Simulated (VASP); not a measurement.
Crystal: TlBr.

```xyz
2
Lattice="3.9949 0.0000 0.0000 0.0000 3.9949 0.0000 0.0000 0.0000 3.9949" Properties=species:S:1:pos:R:3 pbc="T T T"
Tl    0.0000    0.0000    0.0000
Br    1.9975    1.9975    1.9975
```

Base run:

| Property | Result |
| --- | --- |
| Program | VASP 6.6.1 |
| Functional | PBE |
| Potentials or basis | VASP PAW PBE potentials, release 64 (Tl_d, Br) |
| Cutoff | 500 eV |
| k mesh | 4 × 4 × 4 |
| Occupations | gaussian, width 0.01 eV |
| Spin | no spin polarisation |

Its results: band gap on the k mesh 1.88 eV, direct; pressure 1.0 GPa.

Q: The run is repeated on the same cell with these changes: functional from PBE to r2SCAN; cutoff from 500 eV to 550 eV. What comes out?

A: Band gap on the k mesh 2.33 eV, direct; pressure 0.1 GPa.

r2SCAN gives the wider gap, since meta-GGAs in the generalised Kohn-Sham scheme recover part of the derivative discontinuity.

Caveats: spin-orbit coupling is left out, which moves the levels of the heavy elements; the PAW data sets were made with another functional, which shifts forces and pressure a little (some runs).

A k mesh can miss the band edges.
